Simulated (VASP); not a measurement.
# GaP (F-43m) in VASP: notebook

GaP is run at these levels: PBEsol; tasks: single point.

Everything below comes from runs of VASP 6.6.1. Logs are shortened: lines on timing, memory, paths and dates and some standing lists are left out, and cuts for length are marked.

**1. The cell of the first run**

Symmetry: F-43m, No. 216, cubic system. Conventional cell: a = 5.362 Å, b = 5.362 Å, c = 5.362 Å, α = 90.00°, β = 90.00°, γ = 90.00°. Ga (site symmetry -43m) has 4 P at 2.32 Å within 3.1 Å. P (site symmetry -43m) has 4 Ga at 2.32 Å within 3.1 Å.

**2. Single point, PBEsol, non-collinear spin, zero start, spin-orbit coupling**

INCAR

```
SYSTEM = GaP
PREC = Accurate
ENCUT = 520
EDIFF = 1E-6
ISMEAR = 0
SIGMA = 0.01
LREAL = .FALSE.
LASPH = .TRUE.
NELM = 150
ALGO = Normal
ISIF = 2
LWAVE = .FALSE.
LCHARG = .FALSE.
LNONCOLLINEAR = .TRUE.
MAGMOM = 0 0 0 0 0 0
LORBIT = 11
LSORBIT = .TRUE.
GGA_COMPAT = .FALSE.
LORBMOM = .TRUE.
GGA = PS
NBANDS = 30
```

KPOINTS

```
regular mesh
0
G
  8 8 8
  0 0 0
```

POSCAR

```
GaP
1.0
    2.6807905810      2.6807905810      0.0000000000
   -2.6807905810      2.6807905810      0.0000000000
    0.0000000000      2.6807905810      2.6807905810
Ga P
1 1
Direct
    0.0000000000      0.0000000000      0.0000000000
    0.7500000000      0.2500000000      0.5000000000
```

Potentials or basis: VASP PAW PBE potentials, release 64 (Ga_d, P).

Launch:

```console
> cat potpaw_PBE.64/Ga_d/POTCAR potpaw_PBE.64/P/POTCAR > POTCAR
> mpirun -np 1 vasp_ncl > vasp.out
```

OUTCAR:

```text
SYSTEM = GaP
   PREC = Accurate
   ENCUT = 520
   EDIFF = 1E-6
   ISMEAR = 0
   LREAL = .FALSE.
   LASPH = .TRUE.
   NELM = 150
   ISIF = 2
   LNONCOLLINEAR = .TRUE.
   LORBIT = 11
   LSORBIT = .TRUE.
   GGA = PS

 ion  position               nearest neighbor table
   1  0.000  0.000  0.000-   2 2.32   2 2.32   2 2.32   2 2.32
   2  0.750  0.250  0.500-   1 2.32   1 2.32   1 2.32   1 2.32

  LATTYP: Found a face centered cubic cell.
 ALAT       =     5.3615811620

  Lattice vectors:

 A1 = (   0.0000000000,   2.6807905810,   2.6807905810)
 A2 = (   2.6807905810,   0.0000000000,   2.6807905810)
 A3 = (   2.6807905810,   2.6807905810,   0.0000000000)

Analysis of symmetry for initial positions (statically):
=====================================================================
 Subroutine PRICEL returns:
 Original cell was already a primitive cell.

 Routine SETGRP: Setting up the symmetry group for a
 face centered cubic supercell.

 Subroutine GETGRP returns: Found 24 space group operations
 (whereof 24 operations were pure point group operations)
 out of a pool of 48 trial point group operations.

The static configuration has the point symmetry T_d .

Analysis of symmetry for dynamics (positions and initial velocities):
=====================================================================
 Subroutine PRICEL returns:
 Original cell was already a primitive cell.

 Routine SETGRP: Setting up the symmetry group for a
 face centered cubic supercell.

 Subroutine GETGRP returns: Found 24 space group operations
 (whereof 24 operations were pure point group operations)
 out of a pool of 48 trial point group operations.

The dynamic configuration has the point symmetry T_d .

Analysis of structural, dynamic, and magnetic symmetry:
=====================================================================
 Subroutine PRICEL returns:
 Original cell was already a primitive cell.

 Routine SETGRP: Setting up the symmetry group for a
 face centered cubic supercell.

 Subroutine GETGRP returns: Found 24 space group operations
 (whereof 24 operations were pure point group operations)
 out of a pool of 48 trial point group operations.

The overall configuration has the point symmetry T_d .

 Subroutine INISYM returns: Found 24 space group operations
 (whereof 24 operations are pure point group operations),
 and found     1 'primitive' translations

----------------------------------------------------------------------------------------
[... 970 lines left out ...]
 -----------------------------------------------------------------------------------
    total drift:                               -0.000000     -0.000000      0.000000

  FREE ENERGIE OF THE ION-ELECTRON SYSTEM (eV)
  ---------------------------------------------------
  free  energy   TOTEN  =        -9.9079679684 eV

  energy  without entropy=       -9.9079679684  energy(sigma->0) =       -9.90796797

 orbital moment (x)

 # of ion     p       d       tot
 ----------------------------------------
  1        -0.000   0.000  -0.000
  2        -0.000   0.000  -0.000
 ----------------------------------------
           -0.000   0.000  -0.000

 orbital moment (y)

 # of ion     p       d       tot
 ----------------------------------------
  1         0.000  -0.000   0.000
  2        -0.000   0.000  -0.000
 ----------------------------------------
           -0.000  -0.000  -0.000

 orbital moment (z)

 # of ion     p       d       tot
 ----------------------------------------
  1         0.000   0.000   0.000
  2        -0.000   0.000  -0.000
 ----------------------------------------
           -0.000   0.000  -0.000

 Spin-Orbit-Coupling matrix elements

 Ion:    1  E_soc:     -0.0121404
 l=   1
     0.0000000    -0.0011566    -0.0011566
    -0.0011566     0.0000000    -0.0011566
    -0.0011566    -0.0011566     0.0000000
 l=   2
     0.0000000    -0.0001769     0.0000000    -0.0001769    -0.0006899
    -0.0001769     0.0000000    -0.0005174    -0.0001769    -0.0001725
     0.0000000    -0.0005174     0.0000000    -0.0005174     0.0000000
    -0.0001769    -0.0001769    -0.0005174     0.0000000    -0.0001725
    -0.0006899    -0.0001725     0.0000000    -0.0001725     0.0000000
 l=   3
     0.0000000     0.0000000     0.0000000     0.0000000     0.0000000     0.0000000     0.0000000
     0.0000000     0.0000000     0.0000000     0.0000000     0.0000000     0.0000000     0.0000000
     0.0000000     0.0000000     0.0000000     0.0000000     0.0000000     0.0000000     0.0000000
     0.0000000     0.0000000     0.0000000     0.0000000     0.0000000     0.0000000     0.0000000
     0.0000000     0.0000000     0.0000000     0.0000000     0.0000000     0.0000000     0.0000000
     0.0000000     0.0000000     0.0000000     0.0000000     0.0000000     0.0000000     0.0000000
     0.0000000     0.0000000     0.0000000     0.0000000     0.0000000     0.0000000     0.0000000

 Ion:    2  E_soc:     -0.0008842
 l=   1
     0.0000000    -0.0001474    -0.0001474
    -0.0001474     0.0000000    -0.0001474
    -0.0001474    -0.0001474     0.0000000
 l=   2
     0.0000000     0.0000000     0.0000000     0.0000000     0.0000000
     0.0000000     0.0000000     0.0000000     0.0000000     0.0000000
     0.0000000     0.0000000     0.0000000     0.0000000     0.0000000
     0.0000000     0.0000000     0.0000000     0.0000000     0.0000000
     0.0000000     0.0000000     0.0000000     0.0000000     0.0000000
 l=   3
     0.0000000     0.0000000     0.0000000     0.0000000     0.0000000     0.0000000     0.0000000
     0.0000000     0.0000000     0.0000000     0.0000000     0.0000000     0.0000000     0.0000000
     0.0000000     0.0000000     0.0000000     0.0000000     0.0000000     0.0000000     0.0000000
     0.0000000     0.0000000     0.0000000     0.0000000     0.0000000     0.0000000     0.0000000
     0.0000000     0.0000000     0.0000000     0.0000000     0.0000000     0.0000000     0.0000000
     0.0000000     0.0000000     0.0000000     0.0000000     0.0000000     0.0000000     0.0000000
     0.0000000     0.0000000     0.0000000     0.0000000     0.0000000     0.0000000     0.0000000

 total charge

# of ion       s       p       d       tot
------------------------------------------
    1        0.869   0.909  10.023  11.801
    2        1.015   1.540   0.000   2.555
--------------------------------------------------
tot          1.884   2.449  10.023  14.356

 magnetization (x)

# of ion       s       p       d       tot
------------------------------------------
    1       -0.000   0.000   0.000   0.000
    2        0.000  -0.000   0.000  -0.000
--------------------------------------------------
tot         -0.000   0.000   0.000   0.000

 magnetization (y)

# of ion       s       p       d       tot
------------------------------------------
    1        0.000   0.000   0.000   0.000
    2        0.000   0.000   0.000   0.000
--------------------------------------------------
tot          0.000   0.000   0.000   0.000

 magnetization (z)

# of ion       s       p       d       tot
------------------------------------------
    1        0.000  -0.000   0.000   0.000
    2       -0.000   0.000   0.000   0.000
--------------------------------------------------
tot          0.000   0.000   0.000   0.000
```

OSZICAR:

```text
N       E                     dE             d eps       ncg     rms          rms(c)
DAV:   1     0.129453698876E+03    0.12945E+03   -0.82958E+03  2904   0.180E+03
DAV:   2     0.707480805107E+01   -0.12238E+03   -0.11519E+03  2724   0.445E+02
DAV:   3    -0.961254773978E+01   -0.16687E+02   -0.16471E+02  3048   0.117E+02
DAV:   4    -0.101998603684E+02   -0.58731E+00   -0.58602E+00  3190   0.233E+01
DAV:   5    -0.102131401829E+02   -0.13280E-01   -0.13277E-01  3160   0.333E+00    0.441E+00
DAV:   6    -0.995155071653E+01    0.26159E+00   -0.31814E-01  3984   0.130E+01    0.266E+00
DAV:   7    -0.991034024433E+01    0.41210E-01   -0.14391E-01  3386   0.311E+00    0.106E+00
DAV:   8    -0.990801806219E+01    0.23222E-02   -0.23061E-02  3402   0.249E+00    0.291E-01
DAV:   9    -0.990788621392E+01    0.13185E-03   -0.22665E-03  3808   0.101E+00    0.129E-01
DAV:  10    -0.990794464199E+01   -0.58428E-04   -0.34037E-04  3970   0.224E-01    0.327E-02
DAV:  11    -0.990795914190E+01   -0.14500E-04   -0.80489E-05  3554   0.165E-01    0.147E-02
DAV:  12    -0.990796791405E+01   -0.87722E-05   -0.13892E-05  2794   0.303E-02    0.807E-03
DAV:  13    -0.990796796839E+01   -0.54339E-07   -0.41508E-07  2326   0.681E-03
   1 F= -.99079680E+01 E0= -.99079680E+01  d E =-.466232E-22  mag=     0.0000     0.0000    -0.0000
```

stdout:

```text
POSCAR found type information on POSCAR GaP
 POSCAR found :  2 types and       2 ions
 scaLAPACK will be used
 -----------------------------------------------------------------------------
|                                                                             |
|                                                                             |
|     You enforced a specific xc type in the INCAR file but a different       |
|     I HOPE YOU KNOW WHAT YOU ARE DOING!                                     |
|                                                                             |
 -----------------------------------------------------------------------------

 LDA part: xc-table for (Slater+PW92), standard interpolation
 POSCAR, INCAR and KPOINTS ok, starting setup
 FFT: planning ... GRIDC
 FFT: planning ... GRID_SOFT
 FFT: planning ... GRID
 WAVECAR not read
 entering main loop
```

It took 45 s on 1 thread of Intel Xeon 6975P-C (Granite Rapids), shared host; peak memory 0.29 GiB.

Results:

```yaml
Free_energy: -9.9080 eV
Pressure: 3.8 GPa
Net_moment: 0.00 μB per cell
Valence_electrons_inside_the_program's_atomic_spheres: Ga 11.80; P 2.56
```

Moments on the atoms (μB; x, y, z):
```
Ga  0.00 0.00 0.00
P   0.00 0.00 0.00
```

Caveat: the PAW data sets were made with another functional, which shifts forces and pressure a little.

[end of part 1 of 2]
